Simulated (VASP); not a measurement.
Mg3GePd: single point with PBE

Crystal: Mg3GePd.

```
Mg Ge Pd
1.0
     6.22825    0.00000    0.00000
    -3.11412    5.39382    0.00000
     0.00000    0.00000    5.32111
Mg Ge Pd
6 2 2
Direct
  0.14600 0.29200 0.25000
  0.85400 0.14600 0.75000
  0.85400 0.70800 0.75000
  0.14600 0.85400 0.25000
  0.70800 0.85400 0.25000
  0.29200 0.14600 0.75000
  0.33333 0.66667 0.75000
  0.66667 0.33333 0.25000
  0.00000 0.00000 0.50000
  0.00000 0.00000 0.00000
```

```json
{"Program": "VASP 6.6.1", "Task": "single point", "Functional": "PBE", "Potentials or basis": "VASP PAW PBE potentials, release 64 (Mg, Ge_d, Pd)", "Cutoff": "520 eV", "k mesh": "3 × 3 × 4", "Occupations": "gaussian, width 0.1 eV", "Spin": "no spin polarisation", "Dipole correction": "no", "Further INCAR settings": "ALGO = Fast; EDIFF = 1e-06; NBANDS = 41"}
```

```json
{
  "Pressure": "47.3 GPa",
  "Largest force": "10.912 eV/Å",
  "Band gap on the k mesh": "zero (bands 30 and 31 overlap by 0.77 eV)"
}
```

Forces on the atoms (eV/Å):
```
Mg    0.000  10.912   0.000
Mg   -9.450   5.456   0.000
Mg    0.000 -10.912   0.000
Mg    9.450  -5.456   0.000
Mg   -9.450  -5.456   0.000
Mg    9.450   5.456   0.000
Ge    0.000   0.000   0.000
Ge    0.000   0.000   0.000
Pd    0.000   0.000   0.000
Pd    0.000   0.000   0.000
```

Stress tensor (GPa, compression positive):
```
43.18  0.00  0.00
 0.00 43.18  0.00
 0.00  0.00 55.54
```

Levels at points of the mesh, in eV from the Fermi level:
| k point | band 28 | band 29 | band 30 | band 31 | band 32 | band 33 |
| --- | --- | --- | --- | --- | --- | --- |
| (0.00, 0.00, 0.00) | -2.17 | -1.89 | 0.29 | 0.48 | 0.90 | 1.41 |
| (0.00, 0.00, 0.50) | -2.06 | -1.91 | -1.91 | -0.48 | -0.48 | -0.48 |

It took 100 s on 1 thread of Intel(R) Xeon(R) Platinum 8488C (Sapphire Rapids), on a shared host, peak memory 0.32 GiB.

Caveat: the k points lie up to 0.39 Å⁻¹ apart, too coarse for converged energies and pressures of a metal; forces of over 1 eV/Å act on the atoms, so gaps and moduli don't describe the material at rest.
